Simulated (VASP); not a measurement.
# TaN (Fm-3m) in VASP: notebook, part 2 of 2

VASP 6.6.1. The steps go on from the part before.

### 3 Relaxation of cell and atoms, PBE, target pressure 50 GPa, at which the enthalpy is minimised

This run uses another cell than the first one, of 9.55 Å³/atom, 1.065 times its volume.

Contents of INCAR:

```
PREC = Accurate ; ENCUT = 600
EDIFF = 1E-7 ; ISMEAR = 0
SIGMA = 0.1 ; LREAL = F
LASPH = T ; NELM = 100
ALGO = Normal ; ISIF = 3
LWAVE = F ; LCHARG = F
GGA = PE ; IBRION = 2
NSW = 70 ; EDIFFG = -0.008
PSTRESS = 500.0
```

Contents of KPOINTS:

```
regular mesh
0
Gamma
  16 16 16
```

Contents of POSCAR:

```
TaN
1.0
    0.0000000000      2.1219374554      2.1219374554
    2.1219374554      0.0000000000      2.1219374554
    2.1219374554      2.1219374554      0.0000000000
Ta N
1 1
Direct
    0.5000000000      0.5000000000      0.5000000000
    0.0000000000      0.0000000000      0.0000000000
```

Potentials or basis: VASP PAW PBE potentials, release 64 (Ta_pv, N).

Command:

```sh
$ cat potpaw_PBE.64/Ta_pv/POTCAR potpaw_PBE.64/N/POTCAR > POTCAR
$ mpirun -np 1 vasp_std > vasp.out
```

OUTCAR:

```text
PREC = Accurate
   ENCUT = 600
   EDIFF = 1E-7
   ISMEAR = 0
   LREAL = F
   LASPH = T
   NELM = 100
   ISIF = 3
   GGA = PE
   IBRION = 2
   NSW = 70
   EDIFFG = -0.008
   PSTRESS = 500.0

 ion  position               nearest neighbor table
   1  0.500  0.500  0.500-   2 2.12   2 2.12   2 2.12   2 2.12   2 2.12   2 2.12
   2  0.000  0.000  0.000-   1 2.12   1 2.12   1 2.12   1 2.12   1 2.12   1 2.12

  LATTYP: Found a face centered cubic cell.
 ALAT       =     4.2438749108

  Lattice vectors:

 A1 = (   0.0000000000,   2.1219374554,   2.1219374554)
 A2 = (   2.1219374554,   0.0000000000,   2.1219374554)
 A3 = (   2.1219374554,   2.1219374554,   0.0000000000)

Analysis of symmetry for initial positions (statically):
=====================================================================
 Subroutine PRICEL returns:
 Original cell was already a primitive cell.

 Routine SETGRP: Setting up the symmetry group for a
 face centered cubic supercell.

 Subroutine GETGRP returns: Found 48 space group operations
 (whereof 48 operations were pure point group operations)
 out of a pool of 48 trial point group operations.

The static configuration has the point symmetry O_h .

Analysis of symmetry for dynamics (positions and initial velocities):
=====================================================================
 Subroutine PRICEL returns:
 Original cell was already a primitive cell.

 Routine SETGRP: Setting up the symmetry group for a
 face centered cubic supercell.

 Subroutine GETGRP returns: Found 48 space group operations
 (whereof 48 operations were pure point group operations)
 out of a pool of 48 trial point group operations.

The dynamic configuration has the point symmetry O_h .

[... 124 lines left out ...]
   LHFCALC =     F    Hartree Fock is set to
   AEXX    =    0.0000 exact exchange contribution
   IVDW    =     0    specifies the selected vdW correction
   LEPSILON=     F    determine dielectric tensor
   LRPA    =     F    only Hartree local field effects (RPA)
 conjugate gradient relaxation of ions
 non-spin polarized calculation
 Gauss-broadening in eV      SIGMA  =   0.10
  energy-cutoff  :      600.00
  volume of cell :       19.11
 maximum number of plane-waves:       652
   NGX = 11   NGY = 11   NGZ = 11

--------------------------------------- Ionic step        1  -------------------------------------------

 number of electron      15.9999999 magnetization

 Free energy of the ion-electron system (eV)
  ---------------------------------------------------
  ext. energy  EPLUGINS =         0.00000000
  ---------------------------------------------------
  free energy    TOTEN  =       -21.45706558 eV

  energy without entropy =      -21.45198146  energy(sigma->0) =      -21.45452352

------------------------ aborting loop because EDIFF is reached ----------------------------------------

  FORCE on cell =-STRESS in cart. coord.  units (eV):
  Direction    XX          YY          ZZ          XY          YZ          ZX
  --------------------------------------------------------------------------------------
  -------------------------------------------------------------------------------------
  Total        6.3236477      6.3236477      6.3236477      0.0000000      0.0000000      0.0000000
  in kB      530.2131807    530.2131807    530.2131807      0.0000000      0.0000000      0.0000000
  external PRESSURE =      30.2131807 kB  Pullay stress =     500.0000000 kB
[... 63 lines left out ...]
--------------------------------------- Ionic step        3  -------------------------------------------

 number of electron      15.9999999 magnetization

 Free energy of the ion-electron system (eV)
  ---------------------------------------------------
  ext. energy  EPLUGINS =         0.00000000
  ---------------------------------------------------
  free energy    TOTEN  =       -21.49140965 eV

  energy without entropy =      -21.48629409  energy(sigma->0) =      -21.48885187

 E-fermi :  10.7263     XC(G=0): -14.0081

 val. band max:       10.7212582475   @ k =  -0.3125   0.3125   0.1250
 cond. band min:      10.7367279721   @ k =  -0.4375   0.1875   0.0000
 fundamental gap:      0.0154697246
 Fermi energy:        10.7263300512

 k-point     1 :       0.0000    0.0000    0.0000
  band No.  band energies     occupation
      1     -24.8428      2.00000
      2     -24.8428      2.00000
      3     -24.8428      2.00000
      4      -8.9791      2.00000
      5       6.6117      2.00000
      6       6.6117      2.00000
      7       6.6117      2.00000
      8       8.3259      2.00000
      9       8.3259      2.00000
     10       8.3259      2.00000
     11      10.8197      0.18686
     12      10.8197      0.18686
[... 331 lines left out ...]
 k-point    24 :      -0.0625    0.0625    0.0000
  band No.  band energies     occupation
      1     -24.9684      2.00000
      2     -24.8747      2.00000
      3     -24.8451      2.00000
      4      -8.6740      2.00000
      5       5.3093      2.00000
      6       5.5928      2.00000
      7       5.9844      2.00000
      8       8.5223      2.00000
      9       8.7831      2.00000
     10       9.1401      2.00000
     11      11.3493      0.00000
     12      12.2855      0.00000

 [... further k-points ...]
[... 5 lines left out ...]
  --------------------------------------------------------------------------------------
  -------------------------------------------------------------------------------------
  Total        5.9950968      5.9950968      5.9950968      0.0000000      0.0000000      0.0000000
  in kB      499.8696012    499.8696012    499.8696012      0.0000000      0.0000000      0.0000000
  external PRESSURE =      -0.1303988 kB  Pullay stress =     500.0000000 kB
[... 21 lines left out ...]
  energy  without entropy=      -21.4862940948  energy(sigma->0) =      -21.48885187

  enthalpy is  TOTEN    =       -15.4947489221 eV   P V=        5.9966607326

 reached required accuracy - stopping structural energy minimisation
```

OSZICAR:

```text
N       E                     dE             d eps       ncg     rms          rms(c)
DAV:   1     0.100516266780E+03    0.10052E+03   -0.10156E+04  3480   0.160E+03
DAV:   2    -0.202994245348E+02   -0.12082E+03   -0.11477E+03  3952   0.379E+02
[... 28 lines left out ...]
DAV:   4    -0.214913922458E+02   -0.59730E-04   -0.17944E-04  4168   0.162E-01    0.546E-02
DAV:   5    -0.214914093303E+02   -0.17084E-04   -0.42901E-05  4424   0.665E-02    0.125E-02
DAV:   6    -0.214914100829E+02   -0.75259E-06   -0.28127E-06  3976   0.180E-02    0.564E-03
DAV:   7    -0.214914097897E+02    0.29313E-06   -0.28297E-07  3364   0.537E-03    0.184E-03
DAV:   8    -0.214914096427E+02    0.14701E-06   -0.31792E-08  1748   0.185E-03    0.326E-04
DAV:   9    -0.214914096547E+02   -0.11962E-07   -0.33268E-09  1740   0.904E-04
   3 F= -.15494749E+02 E0= -.15492191E+02  d E =-.990149E-03
```

CONTCAR:

```text
TaN
   1.00000000000000
     0.0000000000000000    2.1258862375075402    2.1258862375075402
     2.1258862375075402   -0.0000000000000000    2.1258862375075402
     2.1258862375075402    2.1258862375075402    0.0000000000000000
  Ta              N
     1     1
Direct
     0.5000000000000000    0.5000000000000000    0.5000000000000000
     0.0000000000000000    0.0000000000000000    0.0000000000000000

  0.00000000E+00  0.00000000E+00  0.00000000E+00
  0.00000000E+00  0.00000000E+00  0.00000000E+00
```

It took 58 s on 1 thread of Intel Xeon 6975P-C (Granite Rapids), shared host; peak memory 0.18 GiB.

What came out:

* Free energy: -21.4914 eV
* Relaxed volume: 9.61 Å³/atom
* Relaxed cell: a = 3.006 Å, b = 3.006 Å, c = 3.006 Å, α = 60.00°, β = 60.00°, γ = 60.00°
* Space group after relaxing (to 0.05 Å): Fm-3m (No. 225)
* Energy change on relaxing (the enthalpy is what falls): -17.2 meV/atom
* Ionic steps: 3
* Pressure after relaxing: 50.0 GPa
* Band gap on the k mesh: zero (band 8 reaches 12.97 eV, above the bottom of band 9 at 8.33 eV)

Step by step:
```csv
step,energy change (eV),largest force (eV/Å),pressure (GPa),volume (Å³)
1,0.0000,0.0000,53.02,19.11
2,-0.1445,0.0000,39.44,19.61
3,-0.0343,0.0000,49.99,19.22
```

Final structure:
```xyz
2
Lattice="0.0000 2.1259 2.1259 2.1259 0.0000 2.1259 2.1259 2.1259 0.0000" Properties=species:S:1:pos:R:3 pbc="T T T"
Ta    2.1259    2.1259    2.1259
N     0.0000    0.0000    0.0000
```

Caveat: the cell is relaxed towards a set pressure, so the enthalpy falls and the energy may rise; spin-orbit coupling is left out, which moves the levels of the heavy elements. Zero-point motion and thermal expansion aren't in these numbers.

### 4 Relaxation of cell and atoms, PBE, target pressure 25 GPa, at which the enthalpy is minimised

This run uses another cell than the first one, of 10.07 Å³/atom, 1.123 times its volume.

Contents of INCAR:

```
SYSTEM = TaN
  PREC = Accurate
  ENCUT = 600
  EDIFF = 1E-6
  ISMEAR = 0
  SIGMA = 0.1
  LREAL = .FALSE.
  LASPH = .TRUE.
  NELM = 100
  ALGO = Normal
  ISIF = 3
  LWAVE = .FALSE.
  LCHARG = .FALSE.
  GGA = PE
  IBRION = 2
  NSW = 70
  EDIFFG = -0.008
  PSTRESS = 250.0
```

Contents of KPOINTS:

```
regular mesh
0
G
  16 16 16
  0 0 0
```

Contents of POSCAR:

```
TaN
1.0
    0.0000000000      2.1597760122      2.1597760122
    2.1597760122      0.0000000000      2.1597760122
    2.1597760122      2.1597760122      0.0000000000
Ta N
1 1
Direct
    0.5000000000      0.5000000000      0.5000000000
    0.0000000000      0.0000000000      0.0000000000
```

Command:

```sh
$ cat potpaw_PBE.64/Ta_pv/POTCAR potpaw_PBE.64/N/POTCAR > POTCAR
$ mpirun -np 1 vasp_std > vasp.out
```

Wall time 40 s (1 thread of Intel Xeon 6975P-C (Granite Rapids), shared host); peak memory 0.18 GiB.

Results (log left out):

```
Free energy                                            : -21.7261 eV
Relaxed volume                                         : 10.11 Å³/atom
Relaxed cell                                           : a = 3.058 Å, b = 3.058 Å, c = 3.058 Å, α = 60.00°, β = 60.00°, γ = 60.00°
Space group after relaxing (to 0.05 Å)                 : Fm-3m (No. 225)
Energy change on relaxing (the enthalpy is what falls) : -6.2 meV/atom
Ionic steps                                            : 3
Pressure after relaxing                                : 25.0 GPa
Band gap on the k mesh                                 : zero (band 8 reaches 12.19 eV, above the bottom of band 9 at 7.88 eV)
```

The path:
| step | energy change (eV) | largest force (eV/Å) | pressure (GPa) | volume (Å³) |
| --- | --- | --- | --- | --- |
| 1 | 0.0000 | 0.0000 | 26.68 | 20.15 |
| 2 | -0.0451 | 0.0000 | 20.16 | 20.46 |
| 3 | -0.0123 | 0.0000 | 24.99 | 20.23 |

Final structure:
```
Ta N
1.0
     0.00000    2.16251    2.16251
     2.16251    0.00000    2.16251
     2.16251    2.16251    0.00000
Ta N
1 1
Direct
  0.50000 0.50000 0.50000
  0.00000 0.00000 0.00000
```

Levels at points of the mesh, in eV from the Fermi level:
| k point | band 6 | band 7 | band 8 | band 9 | band 10 | band 11 |
| --- | --- | --- | --- | --- | --- | --- |
| (0.00, 0.00, 0.00) | -3.97 | -3.97 | -2.24 | -2.24 | -2.24 | 0.08 |
| (0.50, 0.00, 0.00) | -7.95 | -7.95 | 2.07 | 2.07 | 2.16 | 4.00 |
| (0.50, 0.50, 0.00) | -5.82 | -4.75 | -4.75 | 2.29 | 3.85 | 3.85 |

Caveat: the cell is relaxed towards a set pressure, so the enthalpy falls and the energy may rise; spin-orbit coupling is left out, which moves the levels of the heavy elements. Zero-point motion and thermal expansion aren't in these numbers.

### 5 Overview

```csv
task,cell,k mesh,cutoff (eV),gap on the mesh (eV),pressure (GPa)
single point,"a = 2.939 Å, angles 60.0°, 2 atoms",18 × 18 × 18,520,none,92.1
relaxation of cell and atoms,"relaxed to 50 GPa from a = 3.001 Å, angles 60.0°, 2 atoms",16 × 16 × 16,600,none,50.0
relaxation of cell and atoms,"relaxed to 25 GPa from a = 3.054 Å, angles 60.0°, 2 atoms",16 × 16 × 16,600,none,25.0
```

Alike in all rows: level PBE; potentials or basis VASP PAW PBE potentials, release 64 (Ta_pv, N); no spin polarisation; smearing gaussian 0.1 eV.

Caveats: spin-orbit coupling is left out, which moves the levels of the heavy elements; the cell is relaxed towards a set pressure, so the enthalpy falls and the energy may rise (some runs).

Absolute energies hang on the potentials; compare differences alone.
